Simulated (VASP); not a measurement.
# BN (P6_3mc) in VASP: notebook, part 2 of 2

VASP 6.6.1.

## Step 3: Single point, r2SCAN (strain +4.0%)

Input file POSCAR:

```
BN
1.0
    2.6457080014      0.0000000000      0.0000000000
   -1.3228540007      2.2912503402      0.0000000000
    0.0000000000      0.0000000000      4.3761279497
B N
2 2
Direct
    0.3333333333      0.6666666667     -0.0003370437
    0.6666666667      0.3333333333      0.4996629563
    0.3333333333      0.6666666667      0.3753370437
    0.6666666667      0.3333333333      0.8753370437
```

Input file INCAR.step1:

```
PREC = Accurate
ENCUT = 520
ISMEAR = 0
SIGMA = 0.01
LREAL = F
LASPH = T
NELM = 100
NBANDS = 16
GGA = PE
ALGO = Normal
EDIFF = 1E-4
LWAVE = T
LCHARG = F
```

Input file INCAR.step2:

```
PREC = Accurate
ENCUT = 520
EDIFF = 1E-6
ISMEAR = 0
SIGMA = 0.01
LREAL = F
LASPH = T
NELM = 100
ALGO = Normal
ISIF = 2
LWAVE = F
LCHARG = F
METAGGA = R2SCAN
LMIXTAU = T
NBANDS = 16
ISTART = 1
```

Input file KPOINTS:

```
Automatic mesh
0
Gamma
  12 12 6
```

Potentials or basis: VASP PAW PBE potentials, release 64 (B, N).

Launch:

```bash
> cat potpaw_PBE.64/B/POTCAR potpaw_PBE.64/N/POTCAR > POTCAR
> cp INCAR.step1 INCAR
> mpirun -np 1 vasp_std > vasp.out
> cp INCAR.step2 INCAR
> mpirun -np 1 vasp_std > vasp.out
```

OUTCAR:

```text
PREC = Accurate
   ENCUT = 520
   EDIFF = 1E-6
   ISMEAR = 0
   LREAL = F
   LASPH = T
   NELM = 100
   ISIF = 2
   METAGGA = R2SCAN
   ISTART = 1

 ion  position               nearest neighbor table
   1  0.333  0.667  1.000-   4 1.62   4 1.62   4 1.62   3 1.64
   2  0.667  0.333  0.500-   3 1.62   3 1.62   3 1.62   4 1.64
   3  0.333  0.667  0.375-   2 1.62   2 1.62   2 1.62   1 1.64
   4  0.667  0.333  0.875-   1 1.62   1 1.62   1 1.62   2 1.64

  LATTYP: Found a hexagonal cell.
 ALAT       =     2.6457080014
 C/A-ratio  =     1.6540479703

  Lattice vectors:

 A1 = (   2.6457080014,   0.0000000000,   0.0000000000)
 A2 = (  -1.3228540007,   2.2912503402,   0.0000000000)
 A3 = (   0.0000000000,   0.0000000000,   4.3761279497)

Analysis of symmetry for initial positions (statically):
=====================================================================
 Subroutine PRICEL returns:
 Original cell was already a primitive cell.

 Routine SETGRP: Setting up the symmetry group for a
 hexagonal supercell.

 Subroutine GETGRP returns: Found 12 space group operations
 (whereof  6 operations were pure point group operations)
 out of a pool of 24 trial point group operations.

The static configuration has the point symmetry C_3v.
 The point group associated with its full space group is C_6v.

Analysis of symmetry for dynamics (positions and initial velocities):
=====================================================================
 Subroutine PRICEL returns:
 Original cell was already a primitive cell.

 Routine SETGRP: Setting up the symmetry group for a
 hexagonal supercell.

 Subroutine GETGRP returns: Found 12 space group operations
 (whereof  6 operations were pure point group operations)
 out of a pool of 24 trial point group operations.

The dynamic configuration has the point symmetry C_3v.
 The point group associated with its full space group is C_6v.

[... 123 lines left out ...]
  volume/ion in A,a.u.               =       6.63        44.75
  Fermi-wavevector in a.u.,A,eV,Ry     =   1.383184  2.613839 26.030644  1.913198
  Thomas-Fermi vector in A             =   2.507806
   LORBIT       =      0    0 simple, 1 ext, 2 COOP (PROOUT), +10 PAW based schemes
   METAGGA = R2SCAN    functional components
   LHFCALC =     F    Hartree Fock is set to
   AEXX    =    0.0000 exact exchange contribution
   IVDW    =     0    specifies the selected vdW correction
   LEPSILON=     F    determine dielectric tensor
   LRPA    =     F    only Hartree local field effects (RPA)
 non-spin polarized calculation
 Gauss-broadening in eV      SIGMA  =   0.01
  energy-cutoff  :      520.00
  volume of cell :       26.53
 maximum number of plane-waves:       756
 NGX is ok and might be reduce to    20
   NGX =  9   NGY =  9   NGZ = 17

 number of electron      15.9999998 magnetization

 Free energy of the ion-electron system (eV)
  ---------------------------------------------------
  ext. energy  EPLUGINS =         0.00000000
  ---------------------------------------------------
  free energy    TOTEN  =       -37.91637268 eV

  energy without entropy =      -37.91637268  energy(sigma->0) =      -37.91637268

 E-fermi :   6.1643     XC(G=0): -13.0330

 val. band max:        5.9986834712   @ k =   0.0000   0.0000   0.0000
 cond. band min:      11.9113674033   @ k =   0.3333   0.3333   0.0000
 fundamental gap:      5.9126839321
 Fermi energy:         6.1642512998

 k-point     1 :       0.0000    0.0000    0.0000
  band No.  band energies     occupation
      1     -14.1432      2.00000
      2     -10.4449      2.00000
      3      -4.2047      2.00000
      4       4.0470      2.00000
      5       4.0470      2.00000
      6       5.8342      2.00000
[... 433 lines left out ...]
      3      -2.3499      2.00000
      4      -0.8990      2.00000
      5       0.2043      2.00000
      6       2.0423      2.00000
[... 8 lines left out ...]
     15      21.7473      0.00000
     16      21.7476      0.00000

 [... further k-points ...]

------------------------ aborting loop because EDIFF is reached ----------------------------------------

  FORCE on cell =-STRESS in cart. coord.  units (eV):
  Direction    XX          YY          ZZ          XY          YZ          ZX
  --------------------------------------------------------------------------------------
  -------------------------------------------------------------------------------------
  Total       -6.0288228     -6.0288228     -6.0119948      0.0000000     -0.0000000      0.0000000
  in kB     -364.1150537   -364.1150537   -363.0987155      0.0000000     -0.0000000      0.0000000
  external PRESSURE =    -363.7762743 kB  Pullay stress =       0.0000000 kB

 VOLUME and BASIS-vectors are now :
 -----------------------------------------------------------------------------
  energy-cutoff  :      520.00
  volume of cell :       26.53
      direct lattice vectors                 reciprocal lattice vectors
     2.645708001  0.000000000  0.000000000     0.377970660  0.218221462  0.000000000
    -1.322854001  2.291250340  0.000000000     0.000000000  0.436442925  0.000000000
     0.000000000  0.000000000  4.376127950     0.000000000  0.000000000  0.228512514

 POSITION                                       TOTAL-FORCE (eV/Angst)
 -----------------------------------------------------------------------------------
     -0.00000      1.52750      4.37465        -0.000000      0.000000      0.002607
      1.32285      0.76375      2.18659         0.000000     -0.000000      0.002607
     -0.00000      1.52750      1.64252         0.000000     -0.000000     -0.002607
      1.32285      0.76375      3.83059        -0.000000      0.000000     -0.002607
 -----------------------------------------------------------------------------------
    total drift:                                0.000000      0.000000      0.001113

  FREE ENERGIE OF THE ION-ELECTRON SYSTEM (eV)
  ---------------------------------------------------
  free  energy   TOTEN  =       -37.9163726759 eV

  energy  without entropy=      -37.9163726759  energy(sigma->0) =      -37.91637268
```

OSZICAR.step1:

```text
N       E                     dE             d eps       ncg     rms          rms(c)
DAV:   1     0.372695847670E+02    0.37270E+02   -0.81513E+03  2432   0.956E+02
DAV:   2    -0.337598639847E+02   -0.71029E+02   -0.66119E+02  3520   0.219E+02
DAV:   3    -0.361677230598E+02   -0.24079E+01   -0.24018E+01  2768   0.374E+01
DAV:   4    -0.361746031091E+02   -0.68800E-02   -0.68795E-02  2944   0.230E+00
DAV:   5    -0.361746249218E+02   -0.21813E-04   -0.21813E-04  2672   0.120E-01    0.865E+00
DAV:   6    -0.346430315031E+02    0.15316E+01   -0.21506E+00  3032   0.133E+01    0.398E+00
DAV:   7    -0.345698343037E+02    0.73197E-01   -0.24828E-01  2896   0.406E+00    0.255E+00
DAV:   8    -0.345501347731E+02    0.19700E-01   -0.48539E-02  2872   0.171E+00    0.261E-01
DAV:   9    -0.345486886319E+02    0.14461E-02   -0.17946E-03  2776   0.507E-01    0.109E-01
DAV:  10    -0.345489933818E+02   -0.30475E-03   -0.59937E-04  2888   0.182E-01    0.257E-02
DAV:  11    -0.345490025977E+02   -0.92159E-05   -0.27423E-05  1456   0.544E-02
   1 F= -.34549003E+02 E0= -.34549003E+02  d E =-.208060E-47
```

Run time: 64 s. Hardware: 1 thread of Intel Xeon 6975P-C, shared host; peak memory 0.16 GiB.

What came out:

```yaml
Free_energy: -37.9164 eV
Pressure: -36.4 GPa
Band_gap_on_the_k_mesh: 5.91 eV, indirect (least direct gap 8.35 eV)
```

Forces on the atoms (eV/Å):
```
B    0.000  0.000  0.003
B    0.000  0.000  0.003
N    0.000  0.000 -0.003
N    0.000  0.000 -0.003
```

Stress tensor (GPa, compression positive):
```
-36.41   0.00   0.00
  0.00 -36.41   0.00
  0.00   0.00 -36.31
```

Caveat: the cell differs from its parent crystal (strain +4.0%); the PAW data sets were made with another functional, which shifts forces and pressure a little. A k mesh can miss the band edges.
